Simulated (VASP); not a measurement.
# CdS (P6_3mc) in VASP: further runs

Runs on CdS. Level: PBEsol. Tasks: electric field gradients.

All numbers are computed with VASP 6.6.1; they aren't measurements. Logs are shortened: lines on timing, memory, paths and dates and some standing lists are left out, and cuts for length are marked.

### Step 1. The cell of the first run

It takes space group P6_3mc (No. 186, hexagonal). The conventional cell has a = 4.176 Å, b = 4.176 Å, c = 6.749 Å, α = 90.00°, β = 90.00°, γ = 120.00°. Cd (site symmetry 3m) has 4 S at 2.53 to 2.60 Å within 3.3 Å. S (site symmetry 3m) has 4 Cd at 2.53 to 2.60 Å within 3.3 Å.

### Step 2. Electric field gradients, PBEsol (equal xx and yy strain of +1 %)

The input, INCAR:

```
SYSTEM = CdS
PREC = Accurate ; ENCUT = 520
EDIFF = 1E-8 ; ISMEAR = -1
SIGMA = 0.01 ; LREAL = .False.
LASPH = .True. ; NELM = 80
ALGO = Normal ; ISIF = 2
LWAVE = .False. ; LCHARG = .False.
GGA = PS ; LEFG = .True.
NBANDS = 26
```

The input, KPOINTS:

```
Automatic mesh
0
Gamma
  7 7 4
  0 0 0
```

The input, POSCAR:

```
CdS
1.0
    4.1761471954      0.0000000000      0.0000000000
   -2.0880735977      3.6166495612      0.0000000000
    0.0000000000      0.0000000000      6.7490000000
Cd S
2 2
Direct
    0.3333333333      0.6666666667      0.0000000000
    0.6666666667      0.3333333333      0.5000000000
    0.3333333333      0.6666666667      0.3850000000
    0.6666666667      0.3333333333      0.8850000000
```

Potentials or basis: VASP PAW PBE potentials, release 64 (Cd, S).

Started as:

```bash
$ cat potpaw_PBE.64/Cd/POTCAR potpaw_PBE.64/S/POTCAR > POTCAR
$ mpirun -np 1 vasp_std > vasp.out
```

OUTCAR:

```text
SYSTEM = CdS
   PREC = Accurate
   ENCUT = 520
   EDIFF = 1E-8
   ISMEAR = -1
   LREAL = .False.
   LASPH = .True.
   NELM = 80
   ISIF = 2
   GGA = PS

 ion  position               nearest neighbor table
   1  0.333  0.667  0.000-   4 2.53   4 2.53   4 2.53   3 2.60
   2  0.667  0.333  0.500-   3 2.53   3 2.53   3 2.53   4 2.60
   3  0.333  0.667  0.385-   2 2.53   2 2.53   2 2.53   1 2.60
   4  0.667  0.333  0.885-   1 2.53   1 2.53   1 2.53   2 2.60

  LATTYP: Found a hexagonal cell.
 ALAT       =     4.1761471954
 C/A-ratio  =     1.6160828831

  Lattice vectors:

 A1 = (   4.1761471954,   0.0000000000,   0.0000000000)
 A2 = (  -2.0880735977,   3.6166495612,   0.0000000000)
 A3 = (   0.0000000000,   0.0000000000,   6.7490000000)

Analysis of symmetry for initial positions (statically):
=====================================================================
 Subroutine PRICEL returns:
 Original cell was already a primitive cell.

 Routine SETGRP: Setting up the symmetry group for a
 hexagonal supercell.

 Subroutine GETGRP returns: Found 12 space group operations
 (whereof  6 operations were pure point group operations)
 out of a pool of 24 trial point group operations.

The static configuration has the point symmetry C_3v.
 The point group associated with its full space group is C_6v.

Analysis of symmetry for dynamics (positions and initial velocities):
=====================================================================
 Subroutine PRICEL returns:
 Original cell was already a primitive cell.

 Routine SETGRP: Setting up the symmetry group for a
 hexagonal supercell.

 Subroutine GETGRP returns: Found 12 space group operations
 (whereof  6 operations were pure point group operations)
 out of a pool of 24 trial point group operations.

The dynamic configuration has the point symmetry C_3v.
 The point group associated with its full space group is C_6v.

 Subroutine INISYM returns: Found 12 space group operations
 (whereof  6 operations are pure point group operations),
 and found     1 'primitive' translations

----------------------------------------------------------------------------------------

                                     Primitive cell
[... 138 lines left out ...]
  free energy    TOTEN  =       -13.61273224 eV

  energy without entropy =      -13.61273224  energy(sigma->0) =      -13.61273224

 E-fermi :   1.2348     XC(G=0):  -9.2427

 val. band max:        0.9673185443   @ k =   0.0000   0.0000   0.0000
 cond. band min:       2.0226614002   @ k =   0.0000   0.0000   0.0000
 fundamental gap:      1.0553428559
 Fermi energy:         1.2347845621

 k-point     1 :       0.0000    0.0000    0.0000
  band No.  band energies     occupation
      1     -11.2436      2.00000
      2     -10.8290      2.00000
      3      -6.6449      2.00000
      4      -6.6449      2.00000
      5      -6.5889      2.00000
      6      -6.5765      2.00000
[... 685 lines left out ...]
     25       9.5250      0.00000
     26       9.5250      0.00000

------------------------ aborting loop because EDIFF is reached ----------------------------------------

  FORCE on cell =-STRESS in cart. coord.  units (eV):
  Direction    XX          YY          ZZ          XY          YZ          ZX
  --------------------------------------------------------------------------------------
  -------------------------------------------------------------------------------------
  Total       -0.6625710     -0.6625710     -1.3002348     -0.0000000      0.0000000      0.0000000
  in kB      -10.4140898    -10.4140898    -20.4366974     -0.0000000      0.0000000      0.0000000
  external PRESSURE =     -13.7549590 kB  Pullay stress =       0.0000000 kB

 VOLUME and BASIS-vectors are now :
 -----------------------------------------------------------------------------
  energy-cutoff  :      520.00
  volume of cell :      101.93
      direct lattice vectors                 reciprocal lattice vectors
     4.176147195  0.000000000  0.000000000     0.239455161  0.138249502  0.000000000
    -2.088073598  3.616649561  0.000000000     0.000000000  0.276499004  0.000000000
     0.000000000  0.000000000  6.749000000     0.000000000  0.000000000  0.148170099

 POSITION                                       TOTAL-FORCE (eV/Angst)
 -----------------------------------------------------------------------------------
     -0.00000      2.41110      0.00000         0.000000     -0.000000      0.183065
      2.08807      1.20555      3.37450         0.000000     -0.000000      0.183065
     -0.00000      2.41110      2.59836        -0.000000     -0.000000     -0.183065
      2.08807      1.20555      5.97286         0.000000      0.000000     -0.183065
 -----------------------------------------------------------------------------------
    total drift:                               -0.000000     -0.000000     -0.000511

  FREE ENERGIE OF THE ION-ELECTRON SYSTEM (eV)
  ---------------------------------------------------
  free  energy   TOTEN  =       -13.6127322400 eV

  energy  without entropy=      -13.6127322400  energy(sigma->0) =      -13.61273224

 Electric field gradients (V/A^2)
---------------------------------------------------------------------
 ion       V_xx      V_yy      V_zz      V_xy      V_xz      V_yz
---------------------------------------------------------------------
   1     -13.428   -13.427    26.854     0.001     0.000    -0.000
   2     -13.428   -13.427    26.854     0.001    -0.000     0.000
   3       3.980     3.980    -7.960     0.000    -0.000     0.000
   4       3.980     3.980    -7.960     0.000     0.000    -0.000
---------------------------------------------------------------------

 Electric field gradients after diagonalization (V/A^2)
 (convention: |V_zz| > |V_xx| > |V_yy|)
----------------------------------------------------------------------
 ion       V_xx      V_yy      V_zz     asymmetry (V_yy - V_xx)/ V_zz
----------------------------------------------------------------------
   1     -13.428   -13.426    26.854       0.000
   2     -13.428   -13.426    26.854       0.000
   3       3.981     3.980    -7.960       0.000
   4       3.981     3.980    -7.960       0.000
----------------------------------------------------------------------

           NMR quadrupolar parameters

 Cq : quadrupolar parameter    Cq=e*Q*V_zz/h
 eta: asymmetry parameters     (V_yy - V_xx)/ V_zz
 Q  : nuclear electric quadrupole moment in mb (millibarn)
----------------------------------------------------------------------
 ion       Cq(MHz)       eta       Q (mb)
----------------------------------------------------------------------
   1       0.065       0.000       1.000
   2       0.065       0.000       1.000
   3      -0.019       0.000       1.000
   4      -0.019       0.000       1.000
----------------------------------------------------------------------
```

OSZICAR:

```text
N       E                     dE             d eps       ncg     rms          rms(c)
DAV:   1     0.243884145254E+03    0.24388E+03   -0.17493E+04  1248   0.127E+03
DAV:   2    -0.587112833750E+00   -0.24447E+03   -0.23522E+03  1342   0.317E+02
DAV:   3    -0.144600771756E+02   -0.13873E+02   -0.13783E+02  1516   0.748E+01
DAV:   4    -0.146125087345E+02   -0.15243E+00   -0.15225E+00  1366   0.744E+00
DAV:   5    -0.146147318441E+02   -0.22231E-02   -0.22230E-02  1510   0.925E-01    0.104E+01
DAV:   6    -0.136418616544E+02    0.97287E+00   -0.18335E+00  1664   0.148E+01    0.826E+00
DAV:   7    -0.136199578965E+02    0.21904E-01   -0.61256E-01  1296   0.424E+00    0.379E+00
DAV:   8    -0.136142503252E+02    0.57076E-02   -0.79936E-02  1336   0.282E+00    0.465E-01
DAV:   9    -0.136125692502E+02    0.16811E-02   -0.14064E-02  1404   0.146E+00    0.135E-01
DAV:  10    -0.136126324858E+02   -0.63236E-04   -0.10886E-03  1380   0.332E-01    0.950E-02
DAV:  11    -0.136126925530E+02   -0.60067E-04   -0.14073E-04  1416   0.756E-02    0.722E-02
DAV:  12    -0.136127348234E+02   -0.42270E-04   -0.84421E-05  1276   0.425E-02    0.377E-02
DAV:  13    -0.136127313837E+02    0.34397E-05   -0.11434E-05  1488   0.337E-02    0.624E-03
DAV:  14    -0.136127322757E+02   -0.89193E-06   -0.15260E-06  1300   0.120E-02    0.188E-03
DAV:  15    -0.136127322922E+02   -0.16562E-07   -0.19771E-07  1420   0.229E-03    0.265E-03
DAV:  16    -0.136127322365E+02    0.55770E-07   -0.25105E-08  1250   0.139E-03    0.260E-04
DAV:  17    -0.136127322400E+02   -0.35243E-08   -0.98467E-10   670   0.224E-04
   1 F= -.13612732E+02 E0= -.13612732E+02  d E =-.178029E-13
```

Run time: 51 s. Hardware: 1 thread of Intel Xeon Platinum 8124M at 3.00GHz (Skylake/Cascade Lake), shared host; peak memory 0.24 GiB.

What came out:

```
Free energy            : -13.6127 eV
Pressure               : -1.4 GPa
Largest force          : 0.183 eV/Å
Band gap on the k mesh : 1.06 eV, direct
```

Forces in eV/Å, atoms in the order of the input:
```
Cd   0.000  0.000  0.183
Cd   0.000  0.000  0.183
S    0.000  0.000 -0.183
S    0.000  0.000 -0.183
```

Stress tensor (GPa, compression positive):
```
-1.04  0.00  0.00
 0.00 -1.04  0.00
 0.00  0.00 -2.04
```

Electric field gradients, principal values (V/Å²):
```tsv
atom	least	middle	greatest (by size)
1 Cd	-13.426	-13.428	26.854
2 Cd	-13.426	-13.428	26.854
3 S	3.980	3.981	-7.960
4 S	3.980	3.981	-7.960
```

Caveat: the cell differs from its parent crystal (equal xx and yy strain of +1 %); without QUAD_EFG the Cq values of the log hold for a quadrupole moment of 1 mb, not for the nuclei; the PAW data sets were made with another functional, which shifts forces and pressure a little.

### Step 3. Electric field gradients, PBEsol (equal xx and yy strain of +1 %)

The input, INCAR:

```
ALGO = Normal
EDIFF = 1E-8
ENCUT = 520
GGA = PS
ISIF = 2
ISMEAR = -1
LASPH = T
LCHARG = F
LEFG = T
LREAL = F
LWAVE = F
NBANDS = 26
NELM = 60
PREC = Accurate
SIGMA = 0.01
```

The input, KPOINTS:

```
k-points
0
Gamma
  7 7 4
```

POSCAR is that of step 2.

Potentials or basis: VASP PAW PBE potentials, release 64 (Cd, S).

Started as:

```bash
$ cat potpaw_PBE.64/Cd/POTCAR potpaw_PBE.64/S/POTCAR > POTCAR
$ mpirun -np 1 vasp_std > vasp.out
```

OUTCAR:

```text
EDIFF = 1E-8
   ENCUT = 520
   GGA = PS
   ISIF = 2
   ISMEAR = -1
   LASPH = T
   LREAL = F
   NELM = 60
   PREC = Accurate

 ion  position               nearest neighbor table
   1  0.333  0.667  0.000-   4 2.53   4 2.53   4 2.53   3 2.60
   2  0.667  0.333  0.500-   3 2.53   3 2.53   3 2.53   4 2.60
   3  0.333  0.667  0.385-   2 2.53   2 2.53   2 2.53   1 2.60
   4  0.667  0.333  0.885-   1 2.53   1 2.53   1 2.53   2 2.60

  LATTYP: Found a hexagonal cell.
 ALAT       =     4.1761471954
 C/A-ratio  =     1.6160828831

  Lattice vectors:

 A1 = (   4.1761471954,   0.0000000000,   0.0000000000)
 A2 = (  -2.0880735977,   3.6166495612,   0.0000000000)
 A3 = (   0.0000000000,   0.0000000000,   6.7490000000)

Analysis of symmetry for initial positions (statically):
=====================================================================
 Subroutine PRICEL returns:
 Original cell was already a primitive cell.

 Routine SETGRP: Setting up the symmetry group for a
 hexagonal supercell.

 Subroutine GETGRP returns: Found 12 space group operations
 (whereof  6 operations were pure point group operations)
 out of a pool of 24 trial point group operations.

The static configuration has the point symmetry C_3v.
 The point group associated with its full space group is C_6v.

Analysis of symmetry for dynamics (positions and initial velocities):
=====================================================================
[... 862 lines left out ...]
     25       9.5250      0.00000
     26       9.5250      0.00000

------------------------ aborting loop because EDIFF is reached ----------------------------------------

  FORCE on cell =-STRESS in cart. coord.  units (eV):
  Direction    XX          YY          ZZ          XY          YZ          ZX
  --------------------------------------------------------------------------------------
  -------------------------------------------------------------------------------------
  Total       -0.6625710     -0.6625710     -1.3002348     -0.0000000      0.0000000      0.0000000
  in kB      -10.4140898    -10.4140898    -20.4366974     -0.0000000      0.0000000      0.0000000
  external PRESSURE =     -13.7549590 kB  Pullay stress =       0.0000000 kB

 VOLUME and BASIS-vectors are now :
 -----------------------------------------------------------------------------
  energy-cutoff  :      520.00
  volume of cell :      101.93
      direct lattice vectors                 reciprocal lattice vectors
     4.176147195  0.000000000  0.000000000     0.239455161  0.138249502  0.000000000
    -2.088073598  3.616649561  0.000000000     0.000000000  0.276499004  0.000000000
     0.000000000  0.000000000  6.749000000     0.000000000  0.000000000  0.148170099

 POSITION                                       TOTAL-FORCE (eV/Angst)
 -----------------------------------------------------------------------------------
     -0.00000      2.41110      0.00000         0.000000     -0.000000      0.183065
      2.08807      1.20555      3.37450         0.000000     -0.000000      0.183065
     -0.00000      2.41110      2.59836        -0.000000     -0.000000     -0.183065
      2.08807      1.20555      5.97286         0.000000      0.000000     -0.183065
 -----------------------------------------------------------------------------------
    total drift:                               -0.000000     -0.000000     -0.000511

  FREE ENERGIE OF THE ION-ELECTRON SYSTEM (eV)
  ---------------------------------------------------
  free  energy   TOTEN  =       -13.6127322400 eV

  energy  without entropy=      -13.6127322400  energy(sigma->0) =      -13.61273224

 Electric field gradients (V/A^2)
---------------------------------------------------------------------
 ion       V_xx      V_yy      V_zz      V_xy      V_xz      V_yz
---------------------------------------------------------------------
   1     -13.428   -13.427    26.854     0.001     0.000    -0.000
   2     -13.428   -13.427    26.854     0.001    -0.000     0.000
   3       3.980     3.980    -7.960     0.000    -0.000     0.000
   4       3.980     3.980    -7.960     0.000     0.000    -0.000
---------------------------------------------------------------------

 Electric field gradients after diagonalization (V/A^2)
 (convention: |V_zz| > |V_xx| > |V_yy|)
----------------------------------------------------------------------
 ion       V_xx      V_yy      V_zz     asymmetry (V_yy - V_xx)/ V_zz
----------------------------------------------------------------------
   1     -13.428   -13.426    26.854       0.000
   2     -13.428   -13.426    26.854       0.000
   3       3.981     3.980    -7.960       0.000
   4       3.981     3.980    -7.960       0.000
----------------------------------------------------------------------

           NMR quadrupolar parameters

 Cq : quadrupolar parameter    Cq=e*Q*V_zz/h
 eta: asymmetry parameters     (V_yy - V_xx)/ V_zz
 Q  : nuclear electric quadrupole moment in mb (millibarn)
----------------------------------------------------------------------
 ion       Cq(MHz)       eta       Q (mb)
----------------------------------------------------------------------
   1       0.065       0.000       1.000
   2       0.065       0.000       1.000
   3      -0.019       0.000       1.000
   4      -0.019       0.000       1.000
----------------------------------------------------------------------
```

OSZICAR:

```text
N       E                     dE             d eps       ncg     rms          rms(c)
DAV:   1     0.243884145254E+03    0.24388E+03   -0.17493E+04  1248   0.127E+03
DAV:   2    -0.587112833750E+00   -0.24447E+03   -0.23522E+03  1342   0.317E+02
DAV:   3    -0.144600771756E+02   -0.13873E+02   -0.13783E+02  1516   0.748E+01
DAV:   4    -0.146125087345E+02   -0.15243E+00   -0.15225E+00  1366   0.744E+00
DAV:   5    -0.146147318441E+02   -0.22231E-02   -0.22230E-02  1510   0.925E-01    0.104E+01
DAV:   6    -0.136418616544E+02    0.97287E+00   -0.18335E+00  1664   0.148E+01    0.826E+00
DAV:   7    -0.136199578965E+02    0.21904E-01   -0.61256E-01  1296   0.424E+00    0.379E+00
DAV:   8    -0.136142503252E+02    0.57076E-02   -0.79936E-02  1336   0.282E+00    0.465E-01
DAV:   9    -0.136125692502E+02    0.16811E-02   -0.14064E-02  1404   0.146E+00    0.135E-01
DAV:  10    -0.136126324858E+02   -0.63236E-04   -0.10886E-03  1380   0.332E-01    0.950E-02
DAV:  11    -0.136126925530E+02   -0.60067E-04   -0.14073E-04  1416   0.756E-02    0.722E-02
DAV:  12    -0.136127348234E+02   -0.42270E-04   -0.84421E-05  1276   0.425E-02    0.377E-02
DAV:  13    -0.136127313837E+02    0.34397E-05   -0.11434E-05  1488   0.337E-02    0.624E-03
DAV:  14    -0.136127322757E+02   -0.89193E-06   -0.15260E-06  1300   0.120E-02    0.188E-03
DAV:  15    -0.136127322922E+02   -0.16562E-07   -0.19771E-07  1420   0.229E-03    0.265E-03
DAV:  16    -0.136127322365E+02    0.55770E-07   -0.25105E-08  1250   0.139E-03    0.260E-04
DAV:  17    -0.136127322400E+02   -0.35243E-08   -0.98467E-10   670   0.224E-04
   1 F= -.13612732E+02 E0= -.13612732E+02  d E =-.178029E-13
```

stdout:

```text
POSCAR found type information on POSCAR CdS
 POSCAR found :  2 types and       4 ions
 scaLAPACK will be used
 -----------------------------------------------------------------------------
|                                                                             |
|                                                                             |
|     You enforced a specific xc type in the INCAR file but a different       |
|     I HOPE YOU KNOW WHAT YOU ARE DOING!                                     |
|                                                                             |
 -----------------------------------------------------------------------------

 LDA part: xc-table for (Slater+PW92), standard interpolation
 POSCAR, INCAR and KPOINTS ok, starting setup
 FFT: planning ... GRIDC
 FFT: planning ... GRID_SOFT
 FFT: planning ... GRID
 WAVECAR not read
 entering main loop
ion   1

ion   2

ion   3

ion   4
```

It took 48 s on 1 thread of Intel Xeon Platinum 8124M at 3.00GHz (Skylake/Cascade Lake), shared host; peak memory 0.24 GiB.

What came out:

```
Free energy            : -13.6127 eV
Pressure               : -1.4 GPa
Largest force          : 0.183 eV/Å
Band gap on the k mesh : 1.06 eV, direct
```

Forces in eV/Å, atoms in the order of the input:
```
Cd   0.000  0.000  0.183
Cd   0.000  0.000  0.183
S    0.000  0.000 -0.183
S    0.000  0.000 -0.183
```

Electric field gradients, principal values (V/Å²):
| atom | least | middle | greatest (by size) |
| --- | --- | --- | --- |
| 1 Cd | -13.426 | -13.428 | 26.854 |
| 2 Cd | -13.426 | -13.428 | 26.854 |
| 3 S | 3.980 | 3.981 | -7.960 |
| 4 S | 3.980 | 3.981 | -7.960 |

Caveat: the cell differs from its parent crystal (equal xx and yy strain of +1 %); without QUAD_EFG the Cq values of the log hold for a quadrupole moment of 1 mb, not for the nuclei; the PAW data sets were made with another functional, which shifts forces and pressure a little.

(Continued in part 2 of 3.)
